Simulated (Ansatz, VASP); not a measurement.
**Two plane-wave programs on Ti**

INCAR

```
SYSTEM = Ti
PREC     = Accurate       ! precision mode
ENCUT    = 520            ! plane-wave cutoff, eV
EDIFF    = 1E-6           ! SCF threshold, eV
ISMEAR   = -1             ! smearing method
SIGMA    = 0.1            ! smearing width, eV
LREAL    = .False.        ! projectors in reciprocal space
LASPH    = .True.         ! aspherical terms in the spheres
NELM     = 60             ! most SCF steps
ALGO     = Normal         ! electronic algorithm
ISIF     = 2              ! what is computed and relaxed
LWAVE    = .False.        ! write WAVECAR
LCHARG   = .False.        ! write CHGCAR
GGA      = B5             ! functional
ALDAX    = 1.0          
AGGAX    = 1.0          
AGGAC    = 1.0          
ALDAC    = 0.0          
NBANDS   = 19             ! bands
```

The input KPOINTS:

```
regular mesh
0
Gamma
  20 20 11
  0 0 0
```

POSCAR

```
Ti
1.0
    3.0759585359      0.0000000000      0.0000000000
   -1.5379792680      2.6638582331      0.0000000000
    0.0000000000      0.0000000000      4.8706987407
Ti
2
Direct
    0.3333333333      0.6666666667      0.2500000000
    0.6666666667      0.3333333333      0.7500000000
```

Input for Ansatz:

```yaml
crystal:
  lattice:
    - [3.0759585359, 0.0, 0.0]
    - [-1.537979268, 2.6638582331, 0.0]
    - [0.0, 0.0, 4.8706987407]
  atoms:
    - { symbol: Ti, position: [0.3333333333, 0.6666666667, 0.25] }
    - { symbol: Ti, position: [0.6666666667, 0.3333333333, 0.75] }
hamiltonian:
  xc: blyp
  pseudopotentials:
    kind: paw
    azcp:
      Ti: "pseudopotentials/Ti.paw.azcp"
basis:
  ecutwfc: 420
  fft_grid_basis: typed
kpoints:
  mp_grid: { grid: [20, 20, 11], shift: [0, 0, 0] }
magnetization:
  spin_polarized: false
scf:
  occupations: { method: fermi_dirac, width: 0.1 }
output:
  stress: true
```

Alike in both runs: task single point; functional BLYP; k mesh 20 × 20 × 11; occupations fermi-dirac, width 0.1 eV; no spin polarisation.

|  | VASP | Ansatz |
| --- | --- | --- |
| version | VASP 6.6.1 | Ansatz 0.2.0 |
| potentials or method | VASP PAW PBE potentials, release 64 (Ti_sv), cutoff 520 eV | plane waves (420 eV) with PAW, scalar-relativistic |
| valence electrons in the cell | 24 | 24 |

```tsv
	VASP	Ansatz	Ansatz less VASP
pressure (GPa)	-9.5	-9.6	-0.06
traceless stress, the component that is largest in VASP (GPa)	-0.18	-0.19	-0.007
```

VASP's potentials were made for PBE, not for BLYP.
